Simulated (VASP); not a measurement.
# KCl (Fm-3m) in VASP: notebook

KCl is run at these levels: r2SCAN; tasks: single point, relaxation of cell and atoms.

Program: VASP 6.6.1. These are calculated values, not measurements. Logs are shortened: lines on timing, memory, paths and dates and some standing lists are left out, and cuts for length are marked.

## (1) The cell of the first run

The structure is cubic, space group Fm-3m (No. 225). Conventional cell: a = 6.293 Å, b = 6.293 Å, c = 6.293 Å, α = 90.00°, β = 90.00°, γ = 90.00°. Within 4.1 Å of K (site symmetry m-3m) lie 6 Cl at 3.15 Å. Within 4.1 Å of Cl (site symmetry m-3m) lie 6 K at 3.15 Å.

## (2) Single point, r2SCAN

POSCAR reads:

```
KCl
1.0
    3.1464700000      3.1464700000      0.0000000000
   -3.1464700000      3.1464700000      0.0000000000
    0.0000000000      3.1464700000      3.1464700000
K Cl
1 1
Direct
    0.0000000000      0.0000000000      0.0000000000
    0.5000000000      0.5000000000      0.0000000000
```

INCAR.step1 reads:

```
SYSTEM = KCl
ALGO = Normal ; EDIFF = 1E-4
ENCUT = 520 ; GGA = PE
ISMEAR = -1 ; LASPH = .TRUE.
LCHARG = .FALSE. ; LREAL = .FALSE.
LWAVE = .TRUE. ; NBANDS = 15
NELM = 100 ; PREC = Accurate
SIGMA = 0.08
```

INCAR.step2 reads:

```
SYSTEM = KCl
ALGO = Normal ; EDIFF = 1E-6
ENCUT = 520 ; ISIF = 2
ISMEAR = -1 ; ISTART = 1
LASPH = .TRUE. ; LCHARG = .FALSE.
LMIXTAU = .TRUE. ; LREAL = .FALSE.
LWAVE = .FALSE. ; METAGGA = R2SCAN
NBANDS = 15 ; NELM = 100
PREC = Accurate ; SIGMA = 0.08
```

KPOINTS reads:

```
k-points
0
G
  10 10 10
  0 0 0
```

Potentials or basis: VASP PAW PBE potentials, release 64 (K_sv, Cl).

Command:

```sh
$ cat potpaw_PBE.64/K_sv/POTCAR potpaw_PBE.64/Cl/POTCAR > POTCAR
$ cp INCAR.step1 INCAR
$ mpirun -np 1 vasp_std > vasp.out
$ cp INCAR.step2 INCAR
$ mpirun -np 1 vasp_std > vasp.out
```

OUTCAR:

```text
SYSTEM = KCl
   EDIFF = 1E-6
   ENCUT = 520
   ISIF = 2
   ISMEAR = -1
   ISTART = 1
   LASPH = .TRUE.
   LREAL = .FALSE.
   METAGGA = R2SCAN
   NELM = 100
   PREC = Accurate

 ion  position               nearest neighbor table
   1  0.000  0.000  0.000-   2 3.15   2 3.15   2 3.15   2 3.15   2 3.15   2 3.15
   2  0.500  0.500  0.000-   1 3.15   1 3.15   1 3.15   1 3.15   1 3.15   1 3.15

  LATTYP: Found a face centered cubic cell.
 ALAT       =     6.2929400000

  Lattice vectors:

 A1 = (   0.0000000000,   3.1464700000,   3.1464700000)
 A2 = (   3.1464700000,   0.0000000000,   3.1464700000)
 A3 = (   3.1464700000,   3.1464700000,   0.0000000000)

Analysis of symmetry for initial positions (statically):
=====================================================================
 Subroutine PRICEL returns:
 Original cell was already a primitive cell.

 Routine SETGRP: Setting up the symmetry group for a
 face centered cubic supercell.

 Subroutine GETGRP returns: Found 48 space group operations
 (whereof 48 operations were pure point group operations)
 out of a pool of 48 trial point group operations.

The static configuration has the point symmetry O_h .

Analysis of symmetry for dynamics (positions and initial velocities):
=====================================================================
 Subroutine PRICEL returns:
 Original cell was already a primitive cell.

 Routine SETGRP: Setting up the symmetry group for a
 face centered cubic supercell.

 Subroutine GETGRP returns: Found 48 space group operations
 (whereof 48 operations were pure point group operations)
 out of a pool of 48 trial point group operations.

The dynamic configuration has the point symmetry O_h .

 Subroutine INISYM returns: Found 48 space group operations
 (whereof 48 operations are pure point group operations),
 and found     1 'primitive' translations

----------------------------------------------------------------------------------------

                                     Primitive cell

  volume of cell :      62.3018

  direct lattice vectors                    reciprocal lattice vectors
     3.146470000  3.146470000  0.000000000     0.158908237  0.158908237 -0.158908237
    -3.146470000  3.146470000  0.000000000    -0.158908237  0.158908237 -0.158908237
     0.000000000  3.146470000  3.146470000     0.000000000  0.000000000  0.317816474

  length of vectors
     4.449780548  4.449780548  4.449780548     0.275237140  0.275237140  0.317816474

  position of ions in fractional coordinates (direct lattice)
     0.000000000  0.000000000  0.000000000
     0.500000000  0.500000000  0.000000000

  ion indices of the primitive-cell ions
   primitive index   ion index
                 1           1
                 2           2

----------------------------------------------------------------------------------------

 KPOINTS: k-points

Automatic generation of k-mesh.
 Grid dimensions read from file:
 generate k-points for:   10   10   10

 Generating k-lattice:

  Cartesian coordinates                     Fractional coordinates (reciprocal lattice)
     0.015890824  0.015890824 -0.015890824     0.100000000  0.000000000  0.000000000
    -0.015890824  0.015890824 -0.015890824     0.000000000  0.100000000  0.000000000
     0.000000000  0.000000000  0.031781647     0.000000000  0.000000000  0.100000000

  Length of vectors
     0.027523714  0.027523714  0.031781647

  Shift w.r.t. Gamma in fractional coordinates (k-lattice)
     0.000000000  0.000000000  0.000000000

 Subroutine IBZKPT returns following result:
 ===========================================

 Found     47 irreducible k-points:

 Following reciprocal coordinates:
            Coordinates               Weight
  0.000000  0.000000  0.000000      1.000000
  0.100000  0.000000  0.000000      8.000000
  0.200000  0.000000  0.000000      8.000000
  0.300000  0.000000  0.000000      8.000000
  0.400000  0.000000  0.000000      8.000000
  0.500000  0.000000  0.000000      4.000000
[... 16 lines left out ...]
  0.300000  0.300000  0.000000     12.000000
  0.400000  0.300000  0.000000     24.000000
 [... further k-points ...]
   k-points           NKPTS =     47   k-points in BZ     NKDIM =     47   number of bands    NBANDS=     15
   number of dos      NEDOS =    301   number of ions     NIONS =      2
   total plane-waves  NPLWV =  46656
   dimension x,y,z NGX =    36 NGY =   36 NGZ =   36
   dimension x,y,z NGXF=    72 NGYF=   72 NGZF=   72
   ions per type =               1   1
   NGX,Y,Z   is equivalent  to a cutoff of  13.45, 13.45, 13.45 a.u.
   NGXF,Y,Z  is equivalent  to a cutoff of  26.90, 26.90, 26.90 a.u.
 SYSTEM =  KCl
   PREC   = accura    normal or accurate (medium, high low for compatibility)
   ISTART =      1    job   : 0-new  1-cont  2-samecut
   ICHARG =      0    charge: 1-file 2-atom 10-const
   ISPIN  =      1    spin polarized calculation?
   LNONCOLLINEAR =      F non collinear calculations
   LSORBIT =      F    spin-orbit coupling
   LASPH  =      T    aspherical Exc in radial PAW
   ENCUT  =  520.0 eV  38.22 Ry    6.18 a.u.   8.27  8.27  8.27*2*pi/ulx,y,z
   NELM   =    100;   NELMIN=  2; NELMDL=  0     # of ELM steps
   EDIFF  = 0.1E-05   stopping-criterion for ELM
   LREAL  =      F    real-space projection
[... 7 lines left out ...]
   TEBEG  =    0.0;   TEEND  =   0.0 temperature during run
   PSTRESS=    0.0 pullay stress
   NELECT =      16.0000    total number of electrons
   NUPDOWN=      -1.0000    fix difference up-down
   EMIN   =  10.00;   EMAX   =-10.00  energy-range for DOS
   EFERMI =   0.00;   METHOD = LEGACY
   ISMEAR =    -1;   SIGMA  =   0.08  broadening in eV -4-tet -1-fermi 0-gaus
   EFERMI_NEDOS =   21; number of points for ismear=-14 and -15
   IALGO  =     38    algorithm
   IMIX   =      4    mixing-type and parameters
     AMIX     =   0.40;   BMIX     =  1.00
     AMIX_MAG =   1.60;   BMIX_MAG =  1.00
  volume/ion in A,a.u.               =      31.15       210.22
  Fermi-wavevector in a.u.,A,eV,Ry     =   1.040594  1.966437 14.732871  1.082835
  Thomas-Fermi vector in A             =   2.175177
   LORBIT       =      0    0 simple, 1 ext, 2 COOP (PROOUT), +10 PAW based schemes
   METAGGA = R2SCAN    functional components
   LHFCALC =     F    Hartree Fock is set to
   AEXX    =    0.0000 exact exchange contribution
   IVDW    =     0    specifies the selected vdW correction
   LEPSILON=     F    determine dielectric tensor
   LRPA    =     F    only Hartree local field effects (RPA)
 non-spin polarized calculation
  energy-cutoff  :      520.00
  volume of cell :       62.30
 maximum number of plane-waves:      1701
 NGX is ok and might be reduce to    36
   NGX = 17   NGY = 17   NGZ = 17

 number of electron      16.0000001 magnetization

 Free energy of the ion-electron system (eV)
  ---------------------------------------------------
  ext. energy  EPLUGINS =         0.00000000
  ---------------------------------------------------
  free energy    TOTEN  =       -16.50651693 eV

  energy without entropy =      -16.50651693  energy(sigma->0) =      -16.50651693

 E-fermi :  -0.4573     XC(G=0):  -7.9534

 val. band max:       -2.2641905636   @ k =   0.0000   0.0000   0.0000
 cond. band min:       3.5654888898   @ k =   0.0000   0.0000   0.0000
 fundamental gap:      5.8296794533
 Fermi energy:        -0.4573388309

 k-point     1 :       0.0000    0.0000    0.0000
  band No.  band energies     occupation
      1     -30.5329      2.00000
      2     -14.9343      2.00000
      3     -13.2242      2.00000
      4     -13.2242      2.00000
      5     -13.2242      2.00000
      6      -2.2642      2.00000
      7      -2.2642      2.00000
      8      -2.2642      2.00000
      9       3.5655      0.00000
     10       6.7698      0.00000
     11       6.7698      0.00000
     12       6.7698      0.00000
     13       7.8128      0.00000
     14       7.8128      0.00000
     15      11.1066      0.00000

 k-point     2 :       0.1000    0.0000    0.0000
  band No.  band energies     occupation
      1     -30.5319      2.00000
      2     -14.9513      2.00000
      3     -13.2250      2.00000
      4     -13.2250      2.00000
      5     -13.2015      2.00000
      6      -2.3864      2.00000
      7      -2.2968      2.00000
      8      -2.2968      2.00000
      9       3.8100      0.00000
     10       6.6642      0.00000
     11       6.9010      0.00000
     12       6.9010      0.00000
     13       7.9543      0.00000
     14       7.9543      0.00000
     15      11.5311      0.00000

 k-point     3 :       0.2000    0.0000    0.0000
  band No.  band energies     occupation
      1     -30.5293      2.00000
      2     -14.9941      2.00000
      3     -13.2270      2.00000
      4     -13.2270      2.00000
      5     -13.1439      2.00000
      6      -2.6773      2.00000
      7      -2.3799      2.00000
      8      -2.3799      2.00000
      9       4.4383      0.00000
     10       6.5092      0.00000
     11       7.2818      0.00000
     12       7.2818      0.00000
     13       8.3579      0.00000
     14       8.3579      0.00000
     15      12.3581      0.00000
[... 343 lines left out ...]
 k-point    23 :       0.3000    0.3000    0.0000
  band No.  band energies     occupation
      1     -30.5209      2.00000
      2     -14.9964      2.00000
      3     -13.3079      2.00000
      4     -13.2430      2.00000
      5     -13.0966      2.00000
      6      -3.0354      2.00000
      7      -2.6993      2.00000
      8      -2.5867      2.00000
      9       6.1651      0.00000
     10       6.7191      0.00000
     11       8.2530      0.00000
     12       8.8216      0.00000
     13       9.0003      0.00000
     14      10.4604      0.00000
     15      10.7553      0.00000

 k-point    24 :       0.4000    0.3000    0.0000
  band No.  band energies     occupation
      1     -30.5201      2.00000
      2     -14.9592      2.00000
      3     -13.3191      2.00000
      4     -13.2544      2.00000
      5     -13.1412      2.00000
      6      -2.9504      2.00000
      7      -2.7563      2.00000
      8      -2.5677      2.00000
      9       5.8136      0.00000
     10       7.0620      0.00000
     11       8.3835      0.00000
     12       8.6383      0.00000
     13       9.3764      0.00000
     14       9.8548      0.00000
     15      10.9281      0.00000

 [... further k-points ...]
[... 5 lines left out ...]
  --------------------------------------------------------------------------------------
  -------------------------------------------------------------------------------------
  Total       -0.0104396     -0.0104396     -0.0104396     -0.0000000      0.0000000     -0.0000000
  in kB       -0.2684690     -0.2684690     -0.2684690     -0.0000000      0.0000000     -0.0000000
  external PRESSURE =      -0.2684690 kB  Pullay stress =       0.0000000 kB

 VOLUME and BASIS-vectors are now :
 -----------------------------------------------------------------------------
  energy-cutoff  :      520.00
  volume of cell :       62.30
      direct lattice vectors                 reciprocal lattice vectors
     3.146470000  3.146470000  0.000000000     0.158908237  0.158908237 -0.158908237
    -3.146470000  3.146470000  0.000000000    -0.158908237  0.158908237 -0.158908237
     0.000000000  3.146470000  3.146470000     0.000000000  0.000000000  0.317816474

 POSITION                                       TOTAL-FORCE (eV/Angst)
 -----------------------------------------------------------------------------------
      0.00000      0.00000      0.00000         0.000000      0.000000      0.000000
      0.00000      3.14647      0.00000        -0.000000     -0.000000      0.000000
 -----------------------------------------------------------------------------------
    total drift:                               -0.000000      0.000000     -0.000000

  FREE ENERGIE OF THE ION-ELECTRON SYSTEM (eV)
  ---------------------------------------------------
  free  energy   TOTEN  =       -16.5065169256 eV

  energy  without entropy=      -16.5065169255  energy(sigma->0) =      -16.50651693
```

Wall time 5 min (1 thread of AMD EPYC 7R43 (Zen 3), shared host); peak memory 0.19 GiB.

Results:

| Item | Value |
| --- | --- |
| Free energy | -16.5065 eV |
| Pressure | 0.0 GPa |
| Band gap on the k mesh | 5.83 eV |

Levels at points of the mesh, in eV from the valence-band top:
| k point | band 4 | band 5 | band 6 | band 7 | band 8 | band 9 | band 10 | band 11 | band 12 | band 13 |
| --- | --- | --- | --- | --- | --- | --- | --- | --- | --- | --- |
| (0.00, 0.00, 0.00) | -10.96 | -10.96 | 0.00 | 0.00 | 0.00 | 5.83 | 9.03 | 9.03 | 9.03 | 10.08 |
| (0.50, 0.00, 0.00) | -10.97 | -10.74 | -1.05 | -0.32 | -0.32 | 8.13 | 9.24 | 11.32 | 11.32 | 12.18 |
| (0.50, 0.50, 0.00) | -11.01 | -11.01 | -0.67 | -0.23 | -0.23 | 7.03 | 9.22 | 10.69 | 11.11 | 11.56 |

Caveat: the PAW data sets were made with another functional, which shifts forces and pressure a little.

## (3) Relaxation of cell and atoms, r2SCAN, target pressure -2 GPa, at which the enthalpy is minimised

POSCAR is that of step 2.

INCAR.step1 reads:

```
SYSTEM = KCl
PREC = Accurate
ENCUT = 600
ISMEAR = 0
SIGMA = 0.01
LREAL = .False.
LASPH = .True.
NELM = 60
GGA = PE
ALGO = Normal
EDIFF = 1E-4
LWAVE = .True.
LCHARG = .False.
```

INCAR.step2 reads:

```
SYSTEM = KCl
PREC = Accurate
ENCUT = 600
EDIFF = 1E-6
ISMEAR = 0
SIGMA = 0.01
LREAL = .False.
LASPH = .True.
NELM = 60
ALGO = Normal
ISIF = 3
LWAVE = .False.
LCHARG = .False.
METAGGA = R2SCAN
LMIXTAU = .True.
IBRION = 2
NSW = 100
EDIFFG = -0.002
PSTRESS = -20.0
ISTART = 1
```

KPOINTS reads:

```
Automatic mesh
0
Gamma
  6 6 6
  0 0 0
```

Potentials or basis: VASP PAW PBE potentials, release 64 (K_sv, Cl).

Command:

```sh
$ cat potpaw_PBE.64/K_sv/POTCAR potpaw_PBE.64/Cl/POTCAR > POTCAR
$ cp INCAR.step1 INCAR
$ mpirun -np 1 vasp_std > vasp.out
$ cp INCAR.step2 INCAR
$ mpirun -np 1 vasp_std > vasp.out
```

OUTCAR:

```text
SYSTEM = KCl
   PREC = Accurate
   ENCUT = 600
   EDIFF = 1E-6
   ISMEAR = 0
   LREAL = .False.
   LASPH = .True.
   NELM = 60
   ISIF = 3
   METAGGA = R2SCAN
   IBRION = 2
   NSW = 100
   EDIFFG = -0.002
   PSTRESS = -20.0
   ISTART = 1

 ion  position               nearest neighbor table
   1  0.000  0.000  0.000-   2 3.15   2 3.15   2 3.15   2 3.15   2 3.15   2 3.15
   2  0.500  0.500  0.000-   1 3.15   1 3.15   1 3.15   1 3.15   1 3.15   1 3.15

  LATTYP: Found a face centered cubic cell.
 ALAT       =     6.2929400000

  Lattice vectors:

 A1 = (   0.0000000000,   3.1464700000,   3.1464700000)
 A2 = (   3.1464700000,   0.0000000000,   3.1464700000)
 A3 = (   3.1464700000,   3.1464700000,   0.0000000000)

Analysis of symmetry for initial positions (statically):
[... 172 lines left out ...]
  -------------------------------------------------------------------------------------
  Total        0.0069865      0.0069865      0.0069865     -0.0000000      0.0000000     -0.0000000
  in kB        0.1796669      0.1796669      0.1796669     -0.0000000      0.0000000     -0.0000000
  external PRESSURE =      20.1796669 kB  Pullay stress =     -20.0000000 kB
[... 177 lines left out ...]
--------------------------------------- Ionic step        6  -------------------------------------------

 number of electron      16.0000001 magnetization

 Free energy of the ion-electron system (eV)
  ---------------------------------------------------
  ext. energy  EPLUGINS =         0.00000000
  ---------------------------------------------------
  free energy    TOTEN  =       -16.43615830 eV

  energy without entropy =      -16.43615830  energy(sigma->0) =      -16.43615830

 E-fermi :  -2.6583     XC(G=0):  -7.3028

 val. band max:       -2.7814724665   @ k =   0.0000   0.0000   0.0000
 cond. band min:       2.5672785708   @ k =   0.0000   0.0000   0.0000
 fundamental gap:      5.3487510373
 Fermi energy:        -2.6582730412

 k-point     1 :       0.0000    0.0000    0.0000
  band No.  band energies     occupation
      1     -31.4458      2.00000
      2     -15.3035      2.00000
      3     -14.1315      2.00000
      4     -14.1315      2.00000
      5     -14.1315      2.00000
      6      -2.7815      2.00000
      7      -2.7815      2.00000
      8      -2.7815      2.00000
      9       2.5673      0.00000
     10       6.1500      0.00000
     11       6.1500      0.00000
     12       6.1500      0.00000
[... 256 lines left out ...]
  energy  without entropy=      -16.4361583015  energy(sigma->0) =      -16.43615830

  enthalpy is  TOTEN    =       -17.3386149857 eV   P V=       -0.9024566842

 reached required accuracy - stopping structural energy minimisation
```

OSZICAR.step1:

```text
N       E                     dE             d eps       ncg     rms          rms(c)
DAV:   1     0.114592312720E+03    0.11459E+03   -0.77435E+03   384   0.132E+03
DAV:   2    -0.382448327083E+00   -0.11497E+03   -0.10802E+03   480   0.289E+02
DAV:   3    -0.688386062364E+01   -0.65014E+01   -0.64678E+01   472   0.648E+01
DAV:   4    -0.709450927341E+01   -0.21065E+00   -0.21043E+00   668   0.102E+01
DAV:   5    -0.709554202102E+01   -0.10327E-02   -0.10327E-02   496   0.812E-01    0.332E+00
DAV:   6    -0.680529003305E+01    0.29025E+00   -0.54974E-01   460   0.408E+00    0.272E+00
DAV:   7    -0.679013544857E+01    0.15155E-01   -0.13573E-01   484   0.226E+00    0.158E+00
DAV:   8    -0.680273779970E+01   -0.12602E-01   -0.20419E-02   516   0.126E+00    0.190E-01
DAV:   9    -0.680348204513E+01   -0.74425E-03   -0.11834E-03   500   0.235E-01    0.105E-01
DAV:  10    -0.680418632263E+01   -0.70428E-03   -0.72485E-04   440   0.217E-01    0.125E-02
DAV:  11    -0.680419475146E+01   -0.84288E-05   -0.12674E-05   380   0.302E-02
   1 F= -.68041948E+01 E0= -.68041948E+01  d E =-.183670E-33
```

Run time: 13 min. Hardware: 1 thread of AMD EPYC 7R43 (Zen 3), shared host; peak memory 0.2 GiB.

Results:

```
Free energy                                                : -16.4362 eV
Relaxed volume                                             : 36.15 Å³/atom
Relaxed cell                                               : a = 4.676 Å, b = 4.676 Å, c = 4.676 Å, α = 60.00°, β = 60.00°, γ = 90.00°
Space group after relaxing (to 0.1 Å)                      : Fm-3m (No. 225)
Energy change on relaxing (the run minimises the enthalpy) : +35.8 meV/atom
Ionic steps                                                : 6
Pressure after relaxing                                    : -2.0 GPa
Band gap on the k mesh                                     : 5.35 eV
```

Step by step:
```tsv
step	energy change (eV)	largest force (eV/Å)	pressure (GPa)	volume (Å³)
1	0.0000	0.0000	0.02	62.30
2	0.0109	0.0000	-0.98	65.91
3	0.0537	0.0000	-1.81	70.79
4	0.0680	0.0000	-1.96	72.00
5	0.0730	0.0000	-2.03	72.40
6	0.0716	0.0000	-2.00	72.29
```

Final structure:
```
CELL_PARAMETERS angstrom
3.30643 3.30643 0.00000
-3.30643 3.30643 0.00000
0.00000 3.30643 3.30643
ATOMIC_POSITIONS crystal
K 0.00000 0.00000 0.00000
Cl 0.50000 0.50000 0.00000
```

Levels at points of the mesh, in eV from the valence-band top:
| k point | band 4 | band 5 | band 6 | band 7 | band 8 | band 9 | band 10 | band 11 | band 12 |
| --- | --- | --- | --- | --- | --- | --- | --- | --- | --- |
| (0.00, 0.00, 0.00) | -11.35 | -11.35 | 0.00 | 0.00 | 0.00 | 5.35 | 8.93 | 8.93 | 8.93 |
| (0.50, 0.00, 0.00) | -11.36 | -11.19 | -0.81 | -0.22 | -0.22 | 7.70 | 8.64 | 10.83 | 10.83 |
| (0.50, 0.50, 0.00) | -11.38 | -11.38 | -0.56 | -0.19 | -0.19 | 7.12 | 8.55 | 9.82 | 10.80 |

Caveat: the cell is relaxed towards a set pressure, so the run minimises the enthalpy, not the energy; the volume moved by over 15 % at a fixed basis, so the end points are rough; the PAW data sets were made with another functional, which shifts forces and pressure a little. Zero-point motion and thermal expansion aren't in these numbers.
